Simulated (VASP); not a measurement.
# Bi in VASP: relaxation of the atoms with PBE+D3(BJ)

Aim: the relaxation of the atoms of Bi with PBE+D3(BJ).

Everything below comes from runs of VASP 6.6.1. Logs are shortened: lines on timing, memory, paths and dates and some standing lists are left out, and cuts for length are marked.

## (1) The cell of the first run

The cell holds a slab with vacuum, 2 atoms: a = 4.279 Å, b = 4.279 Å, c = 18.748 Å, α = 90.00°, β = 90.00°, γ = 120.00°.

## (2) Relaxation of the atoms, PBE+D3(BJ)

File INCAR:

```
PREC = Accurate
ENCUT = 450
EDIFF = 1E-7
ISMEAR = 0
SIGMA = 0.05
LREAL = F
LASPH = T
NELM = 120
ALGO = Normal
ISIF = 2
LWAVE = F
LCHARG = F
LDIPOL = T
IDIPOL = 3
DIPOL = 0.5 0.5 0.500
GGA = PE
IVDW = 12
IBRION = 2
NSW = 60
EDIFFG = -0.04
GGA_COMPAT = F
NELMIN = 4
NELMDL = -8
```

File KPOINTS:

```
regular mesh
0
Gamma
  9 9 1
```

File POSCAR:

```
Bi
1.0
    4.2791868755      0.0000000000      0.0000000000
   -2.1395934377      3.7058845417      0.0000000000
    0.0000000000      0.0000000000     18.7482332286
Bi
2
Direct
    0.3333333333      0.6666666667      0.5466239460
    0.6666666667      0.3333333333      0.4533760540
```

Potentials or basis: VASP PAW PBE potentials, release 64 (Bi_d).

Run with:

```console
$ cat potpaw_PBE.64/Bi_d/POTCAR > POTCAR
$ mpirun -np 1 vasp_std > vasp.out
```

OUTCAR:

```text
PREC = Accurate
   ENCUT = 450
   EDIFF = 1E-7
   ISMEAR = 0
   LREAL = F
   LASPH = T
   NELM = 120
   ISIF = 2
   GGA = PE
   IVDW = 12
   IBRION = 2
   NSW = 60
   EDIFFG = -0.04
   NELMIN = 4
   NELMDL = -8
 IVDW          = 12

 ion  position               nearest neighbor table
   1  0.333  0.667  0.547-   2 3.03   2 3.03   2 3.03
   2  0.667  0.333  0.453-   1 3.03   1 3.03   1 3.03

  LATTYP: Found a hexagonal cell.
 ALAT       =     4.2791868755
 C/A-ratio  =     4.3812606867

  Lattice vectors:

 A1 = (   4.2791868755,   0.0000000000,   0.0000000000)
 A2 = (  -2.1395934377,   3.7058845417,   0.0000000000)
 A3 = (   0.0000000000,   0.0000000000,  18.7482332286)

Analysis of symmetry for initial positions (statically):
=====================================================================
 Subroutine PRICEL returns:
 Original cell was already a primitive cell.

 Routine SETGRP: Setting up the symmetry group for a
 hexagonal supercell.

 Subroutine GETGRP returns: Found 12 space group operations
 (whereof 12 operations were pure point group operations)
 out of a pool of 24 trial point group operations.

The static configuration has the point symmetry D_3d.

Analysis of symmetry for dynamics (positions and initial velocities):
=====================================================================
 Subroutine PRICEL returns:
 Original cell was already a primitive cell.

 Routine SETGRP: Setting up the symmetry group for a
 hexagonal supercell.

 Subroutine GETGRP returns: Found 12 space group operations
 (whereof 12 operations were pure point group operations)
 out of a pool of 24 trial point group operations.

The dynamic configuration has the point symmetry D_3d.

 Subroutine INISYM returns: Found 12 space group operations
 (whereof 12 operations are pure point group operations),
 and found     1 'primitive' translations

----------------------------------------------------------------------------------------

                                     Primitive cell

  volume of cell :     297.3127

  direct lattice vectors                    reciprocal lattice vectors
     4.279186875  0.000000000  0.000000000     0.233689257  0.134920555  0.000000000
    -2.139593438  3.705884542  0.000000000     0.000000000  0.269841110  0.000000000
     0.000000000  0.000000000 18.748233229     0.000000000  0.000000000  0.053338359

  length of vectors
     4.279186875  4.279186875 18.748233229     0.269841110  0.269841110  0.053338359

  position of ions in fractional coordinates (direct lattice)
     0.333333333  0.666666667  0.546623946
     0.666666667  0.333333333  0.453376054

  ion indices of the primitive-cell ions
   primitive index   ion index
                 1           1
                 2           2

----------------------------------------------------------------------------------------

 KPOINTS: regular mesh

Automatic generation of k-mesh.
 Grid dimensions read from file:
 generate k-points for:    9    9    1

 Generating k-lattice:

  Cartesian coordinates                     Fractional coordinates (reciprocal lattice)
     0.025965473  0.014991173  0.000000000     0.111111111 -0.000000000  0.000000000
     0.000000000  0.029982346  0.000000000     0.000000000  0.111111111  0.000000000
     0.000000000  0.000000000  0.053338359     0.000000000  0.000000000  1.000000000

  Length of vectors
     0.029982346  0.029982346  0.053338359

  Shift w.r.t. Gamma in fractional coordinates (k-lattice)
     0.000000000  0.000000000  0.000000000

 Subroutine IBZKPT returns following result:
 ===========================================

 Found     12 irreducible k-points:

 Following reciprocal coordinates:
            Coordinates               Weight
  0.000000  0.000000  0.000000      1.000000
  0.111111  0.000000  0.000000      6.000000
  0.222222 -0.000000  0.000000      6.000000
  0.333333  0.000000  0.000000      6.000000
  0.444444 -0.000000  0.000000      6.000000
  0.111111  0.111111  0.000000      6.000000
  0.222222  0.111111  0.000000     12.000000
  0.333333  0.111111  0.000000     12.000000
  0.444444  0.111111  0.000000      6.000000
  0.222222  0.222222  0.000000      6.000000
  0.333333  0.222222  0.000000     12.000000
  0.333333  0.333333  0.000000      2.000000
   k-points           NKPTS =     12   k-points in BZ     NKDIM =     12   number of bands    NBANDS=     19
   number of dos      NEDOS =    301   number of ions     NIONS =      2
   total plane-waves  NPLWV = 126000
   dimension x,y,z NGX =    30 NGY =   30 NGZ =  140
   dimension x,y,z NGXF=    60 NGYF=   60 NGZF=  280
   ions per type =               2
   NGX,Y,Z   is equivalent  to a cutoff of  11.65, 11.65, 12.41 a.u.
   NGXF,Y,Z  is equivalent  to a cutoff of  23.31, 23.31, 24.83 a.u.
 SYSTEM =  unknown system
   PREC   = accura    normal or accurate (medium, high low for compatibility)
   ISTART =      0    job   : 0-new  1-cont  2-samecut
   ICHARG =      2    charge: 1-file 2-atom 10-const
   ISPIN  =      1    spin polarized calculation?
   LNONCOLLINEAR =      F non collinear calculations
   LSORBIT =      F    spin-orbit coupling
   LASPH  =      T    aspherical Exc in radial PAW
   ENCUT  =  450.0 eV  33.07 Ry    5.75 a.u.   7.40  7.40 32.43*2*pi/ulx,y,z
   NELM   =    120;   NELMIN=  4; NELMDL= -8     # of ELM steps
   EDIFF  = 0.1E-06   stopping-criterion for ELM
   LREAL  =      F    real-space projection
   EDIFFG = -.4E-01   stopping-criterion for IOM
   NSW    =     60    number of steps for IOM
   IBRION =      2    ionic relax: 0-MD 1-quasi-New 2-CG
   NFREE  =      1    steps in history (QN), initial steepest desc. (CG)
   ISIF   =      2    stress and relaxation
   ISYM   =      2    0-nonsym 1-usesym 2-fastsym
   POTIM  = 0.5000    time-step for ionic-motion
   TEBEG  =    0.0;   TEEND  =   0.0 temperature during run
   PSTRESS=    0.0 pullay stress
   NELECT =      30.0000    total number of electrons
   NUPDOWN=      -1.0000    fix difference up-down
   EMIN   =  10.00;   EMAX   =-10.00  energy-range for DOS
   EFERMI =   0.00;   METHOD = LEGACY
   ISMEAR =     0;   SIGMA  =   0.05  broadening in eV -4-tet -1-fermi 0-gaus
   EFERMI_NEDOS =   21; number of points for ismear=-14 and -15
   IALGO  =     38    algorithm
   IMIX   =      4    mixing-type and parameters
     AMIX     =   0.40;   BMIX     =  1.00
     AMIX_MAG =   1.60;   BMIX_MAG =  1.00
  volume/ion in A,a.u.               =     148.66      1003.18
  Fermi-wavevector in a.u.,A,eV,Ry     =   0.762156  1.440267  7.903384  0.580882
  Thomas-Fermi vector in A             =   1.861555
   LORBIT       =      0    0 simple, 1 ext, 2 COOP (PROOUT), +10 PAW based schemes
   GGA     = PE    functional components
   LHFCALC =     F    Hartree Fock is set to
   AEXX    =    0.0000 exact exchange contribution
   IVDW    =    12    specifies the selected vdW correction
   LEPSILON=     F    determine dielectric tensor
   LRPA    =     F    only Hartree local field effects (RPA)
 conjugate gradient relaxation of ions
 non-spin polarized calculation
 Gauss-broadening in eV      SIGMA  =   0.05
  energy-cutoff  :      450.00
  volume of cell :      297.31
 maximum number of plane-waves:      6503
 NGX is ok and might be reduce to    30
   NGX = 15   NGY = 15   NGZ = 65

 dipolmoment           0.000000      0.000000      0.000000 electrons x Angstroem

 number of electron      29.9999997 magnetization

 dipolmoment           0.000000      0.000000     -0.000000 electrons x Angstroem

 Free energy of the ion-electron system (eV)
  ---------------------------------------------------
  ext. energy  EPLUGINS =         0.00000000
  ---------------------------------------------------
  free energy    TOTEN  =        -7.54641988 eV

  energy without entropy =       -7.54641988  energy(sigma->0) =       -7.54641988

 E-fermi :  -1.3261     XC(G=0):  -2.9757

 val. band max:       -1.5742035293   @ k =   0.0000   0.0000   0.0000
 cond. band min:      -1.0043057260   @ k =   0.0000   0.0000   0.0000
 fundamental gap:      0.5698978033
 Fermi energy:        -1.3260555693

 k-point     1 :       0.0000    0.0000    0.0000
  band No.  band energies     occupation
      1     -24.3110      2.00000
      2     -24.3110      2.00000
      3     -24.1777      2.00000
      4     -24.1777      2.00000
      5     -24.1573      2.00000
      6     -23.9964      2.00000
[... 11 lines left out ...]
     18       0.9702      0.00000
     19       2.0681      0.00000

 k-point     2 :       0.1111    0.0000    0.0000
  band No.  band energies     occupation
      1     -24.3092      2.00000
      2     -24.3008      2.00000
      3     -24.1776      2.00000
      4     -24.1709      2.00000
      5     -24.1526      2.00000
      6     -24.0006      2.00000
[... 11 lines left out ...]
     18       1.1842      0.00000
     19       2.2539      0.00000

 k-point     3 :       0.2222   -0.0000    0.0000
  band No.  band energies     occupation
      1     -24.3047      2.00000
      2     -24.2715      2.00000
      3     -24.1796      2.00000
      4     -24.1519      2.00000
      5     -24.1362      2.00000
      6     -24.0133      2.00000
[... 11 lines left out ...]
     18       1.4808      0.00000
     19       2.5755      0.00000

 k-point     4 :       0.3333    0.0000    0.0000
  band No.  band energies     occupation
      1     -24.2995      2.00000
      2     -24.2280      2.00000
      3     -24.1822      2.00000
      4     -24.1241      2.00000
      5     -24.1100      2.00000
      6     -24.0336      2.00000
[... 143 lines left out ...]
     18       1.5459      0.00000
     19       3.5107      0.00000

 k-point    11 :       0.3333    0.2222    0.0000
  band No.  band energies     occupation
      1     -24.2948      2.00000
      2     -24.1645      2.00000
      3     -24.1490      2.00000
      4     -24.1245      2.00000
      5     -24.0932      2.00000
      6     -24.0620      2.00000
[... 11 lines left out ...]
     18       1.4025      0.00000
     19       3.9874      0.00000

 k-point    12 :       0.3333    0.3333    0.0000
  band No.  band energies     occupation
      1     -24.2939      2.00000
      2     -24.1362      2.00000
      3     -24.1269      2.00000
      4     -24.1269      2.00000
      5     -24.1041      2.00000
      6     -24.1041      2.00000
[... 11 lines left out ...]
     18       1.3521      0.00000
     19       4.3880      0.00000

------------------------ aborting loop because EDIFF is reached ----------------------------------------

 vacuum level on the upper side and lower side of the slab       (xc-potential included)        -0.056        -0.056

 Edisp (eV)   -0.45156

 E8    (eV) :    -0.2379

  FORCE on cell =-STRESS in cart. coord.  units (eV):
  Direction    XX          YY          ZZ          XY          YZ          ZX
  --------------------------------------------------------------------------------------
  -------------------------------------------------------------------------------------
  Total      -0.00217    -0.00217     0.00473    -0.00000    -0.00000     0.00000
  in kB      -0.01171    -0.01171     0.02549    -0.00000    -0.00000     0.00000
  external pressure =        0.00 kB  Pullay stress =        0.00 kB

 VOLUME and BASIS-vectors are now :
 -----------------------------------------------------------------------------
  energy-cutoff  :      450.00
  volume of cell :      297.31
      direct lattice vectors                 reciprocal lattice vectors
     4.279186875  0.000000000  0.000000000     0.233689257  0.134920555  0.000000000
    -2.139593438  3.705884542  0.000000000     0.000000000  0.269841110  0.000000000
     0.000000000  0.000000000 18.748233229     0.000000000  0.000000000  0.053338359

 POSITION                                       TOTAL-FORCE (eV/Angst)
 -----------------------------------------------------------------------------------
     -0.00000      2.47059     10.24823         0.000000      0.000000      0.007910
      2.13959      1.23529      8.50000        -0.000000      0.000000     -0.007910
 -----------------------------------------------------------------------------------
    total drift:                                0.000000     -0.000000      0.000000

  FREE ENERGIE OF THE ION-ELECTRON SYSTEM (eV)
  ---------------------------------------------------
  free  energy   TOTEN  =        -7.9979832713 eV

  energy  without entropy=       -7.9979832713  energy(sigma->0) =       -7.99798327

 reached required accuracy - stopping structural energy minimisation

 vacuum level on the upper side and lower side of the slab         2.409         2.409
```

It took 3.5 min on 1 thread of Intel Xeon 8259CL, shared host; peak memory 0.34 GiB.

Results:

| Quantity | Value |
| --- | --- |
| Free energy | -7.9980 eV |
| Largest force after relaxing | 0.008 eV/Å |
| Band gap on the k mesh | 0.57 eV, direct |
| Dispersion energy per atom | -0.226 eV |

Forces on the atoms (eV/Å):
```
Bi   0.000  0.000  0.008
Bi   0.000  0.000 -0.008
```

Final structure:
```
CELL_PARAMETERS angstrom
4.27919 0.00000 0.00000
-2.13959 3.70588 0.00000
0.00000 0.00000 18.74823
ATOMIC_POSITIONS crystal
Bi 0.33333 0.66667 0.54662
Bi 0.66667 0.33333 0.45338
```

Caveat: the relaxation stopped at its first step, so nothing moved; spin-orbit coupling is left out, which moves the levels of the heavy elements.
